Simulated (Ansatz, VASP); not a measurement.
**Mg in VASP and in Ansatz**

Contents of INCAR:

```
SYSTEM = Mg
ALGO     = Fast           ! electronic algorithm
EDIFF    = 1E-7           ! SCF threshold, eV
ENCUT    = 520            ! plane-wave cutoff, eV
GGA      = PS             ! functional
ISIF     = 2              ! what is computed and relaxed
ISMEAR   = 0              ! smearing method
LASPH    = .True.         ! aspherical terms in the spheres
LCHARG   = .False.        ! write CHGCAR
LREAL    = .False.        ! projectors in reciprocal space
LWAVE    = .False.        ! write WAVECAR
NBANDS   = 9              ! bands
NELM     = 80             ! most SCF steps
PREC     = Accurate       ! precision mode
SIGMA    = 0.15           ! smearing width, eV
```

The input KPOINTS:

```
k-points
0
Gamma
  18 18 10
  0 0 0
```

File POSCAR:

```
Mg
1.0
    3.0809006712      0.0000000000      0.0000000000
   -1.5404503356      2.6681382478      0.0000000000
    0.0000000000      0.0000000000      5.2103300000
Mg
2
Direct
    0.3333333333      0.6666666667      0.2500000000
    0.6666666667      0.3333333333      0.7500000000
```

Input for Ansatz:

```yaml
crystal:
  lattice:
    - [3.0809006712, 0.0, 0.0]
    - [-1.5404503356, 2.6681382478, 0.0]
    - [0.0, 0.0, 5.21033]
  atoms:
    - { symbol: Mg, position: [0.3333333333, 0.6666666667, 0.25] }
    - { symbol: Mg, position: [0.6666666667, 0.3333333333, 0.75] }
basis:
  ecutwfc: 420
kpoints:
  mp_grid: { grid: [18, 18, 10] }
hamiltonian:
  xc: pbesol
scf:
  occupations: { method: gaussian, width: 0.15 }
output:
  forces: true
  stress: true
  eigenvalues: true
  write_density: true
  write_potential: true
  elf: true
  volumetric_format: npy
```

Change from the starting cell: strain -0.040 along x and y, +0.000 along z, atoms carried along.

Alike in both runs: task single point; functional PBEsol; k mesh 18 × 18 × 10; occupations gaussian, width 0.15 eV; no spin polarisation.

|  | VASP | Ansatz |
| --- | --- | --- |
| version | VASP 6.6.1 | Ansatz 0.2.0 |
| potentials or method | VASP PAW PBE potentials, release 64 (Mg), cutoff 520 eV | scalar-relativistic, plane waves, PAW |
| valence electrons in the cell | 4 | 20 |

|  | VASP | Ansatz | Ansatz less VASP |
| --- | --- | --- | --- |
| gap on the k mesh at the Fermi level (eV) | none | none | - |
| pressure (GPa) | 2.1 | 2.2 | +0.03 |
| traceless stress, the component that is largest in VASP (GPa) | -1.82 | -1.80 | +0.018 |

VASP's potentials were made for PBE, not for PBEsol. A gap of «none» marks a metal or a gap that the smearing closes. VASP's potentials hold 4 valence electrons a cell and Ansatz's 20, so a difference there can come from the potentials and not from the codes.
